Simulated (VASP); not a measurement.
Input of a VASP 6.6.1 run:

The input INCAR:

```
SYSTEM = Au
  PREC = Accurate
  ENCUT = 520
  EDIFF = 1E-6
  ISMEAR = 1
  SIGMA = 0.01
  LREAL = .False.
  LASPH = .True.
  NELM = 80
  ALGO = Normal
  ISIF = 2
  LWAVE = .False.
  LCHARG = .True.
  LELF = .True.
  LVHAR = .True.
  NBANDS = 12
```

The input KPOINTS:

```
regular mesh
0
Gamma
  13 13 13
  0 0 0
```

Contents of POSCAR:

```
Au
1.0
    0.0000000000      2.0229622709      2.0229622709
    2.0229622709      0.0000000000      2.0229622709
    2.0229622709      2.0229622709      0.0000000000
Au
1
Direct
    0.0000000000      0.0000000000      0.0000000000
```

Potentials or basis: VASP PAW LDA potentials, release 64 (Au).

Run with:

```sh
$ cat potpaw_LDA.64/Au/POTCAR > POTCAR
$ mpirun -np 1 vasp_std > vasp.out
```

Question: What does it give for the pressure?

Answer: 0.3 GPa.
